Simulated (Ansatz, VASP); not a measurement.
**SiCl3: VASP beside Ansatz**

```
CELL_PARAMETERS angstrom
15.00000 0.00000 0.00000
0.00000 15.50000 0.00000
0.00000 0.00000 16.00000
ATOMIC_POSITIONS crystal
Si 0.49978 0.50039 0.46778
Cl 0.62959 0.49934 0.50990
Cl 0.43580 0.60865 0.51239
Cl 0.43483 0.39162 0.50993
```

Alike in both runs: functional PBE; dispersion D3(BJ); k mesh 1 × 1 × 1; occupations gaussian, width 0.005 eV; collinear spin.

Ansatz relaxed the structure, and its values are those at the end. VASP's run is a single point on that final structure, the one shown.

|  | VASP | Ansatz |
| --- | --- | --- |
| version | VASP 6.6.1 | Ansatz 0.2.0 |
| potentials or method | VASP PAW PBE potentials, release 64 (Si, Cl), cutoff 520 eV | scalar-relativistic, plane waves, PAW |
| valence electrons in the cell | 25 | 25 |

Ansatz gave:

- gap on the k mesh at the Fermi level (eV): 1.52
- rms of the force components (eV/Å): 0.001
- net moment per atom (μB): 0.25
- size of the moment on the site where the two differ most (μB): 0.20

What did VASP give for the same quantities?

gap on the k mesh at the Fermi level (eV): 1.56; rms of the force components (eV/Å): 0.029; net moment per atom (μB): 0.25; size of the moment on the site where the two differ most (μB): 0.27.

Site moments also hang on the region over which each program counts them.
